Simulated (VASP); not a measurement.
**Ga2O3: single point with LDA**

Crystal: Ga2O3.

```
Ga O
1.0
     2.49972    1.44322    4.50032
    -2.49972    1.44322    4.50032
     0.00000   -2.88643    4.50032
Ga O
4 6
Direct
  0.85555 0.85555 0.85555
  0.64445 0.64445 0.64445
  0.14445 0.14445 0.14445
  0.35555 0.35555 0.35555
  0.05277 0.44723 0.75000
  0.75000 0.05277 0.44723
  0.44723 0.75000 0.05277
  0.94723 0.55277 0.25000
  0.25000 0.94723 0.55277
  0.55277 0.25000 0.94723
```

| Property | Result |
| --- | --- |
| Program | VASP 6.6.1 |
| Task | single point |
| Functional | LDA |
| Potentials or basis | VASP PAW LDA potentials, release 64 (Ga_d, O) |
| Cutoff | 520 eV |
| k mesh | 6 × 6 × 6 |
| Occupations | gaussian, width 0.02 eV |
| Spin | no spin polarisation |

* Pressure: -5.9 GPa
* Largest force: 0.023 eV/Å
* Band gap on the k mesh: 2.69 eV (least direct gap 2.94 eV)

Forces in eV/Å, atoms in the order of the input:
```
Ga   0.000  0.000 -0.018
Ga   0.000  0.000  0.018
Ga   0.000  0.000  0.018
Ga   0.000  0.000 -0.018
O   -0.023  0.000  0.000
O    0.011 -0.020  0.000
O    0.011  0.020  0.000
O    0.023  0.000  0.000
O   -0.011  0.020  0.000
O   -0.011 -0.020  0.000
```

Stress tensor (GPa, compression positive):
```
-5.66  0.00  0.00
 0.00 -5.66  0.00
 0.00  0.00 -6.26
```

Levels at points of the mesh, in eV from the valence-band top:
```
           k point  band 40  band 41  band 42  band 43  band 44  band 45  band 46  band 47  band 48  band 49
(0.00, 0.00, 0.00)    -0.37    -0.31    -0.31    -0.25    -0.25     2.69     6.41     6.60     8.64     9.90
(0.50, 0.00, 0.00)    -1.22    -1.00    -1.00    -0.16    -0.16     6.20     6.20     6.51     6.51     9.64
(0.50, 0.50, 0.00)    -1.03    -0.86    -0.72    -0.26    -0.15     6.35     6.53     7.35     7.48     8.53
(0.50, 0.50, 0.50)    -1.51    -0.30    -0.30    -0.30    -0.30     5.70     5.70     7.58     7.58     9.19
```

Wall time 3.9 min on 1 thread of Intel(R) Xeon(R) Platinum 8259CL CPU @ 2.50GHz (Skylake/Cascade Lake), on a shared host, peak memory 0.27 GiB.

Caveat: the cell stands under tension. LDA gaps usually lie below the measured ones, often by a third to a half.
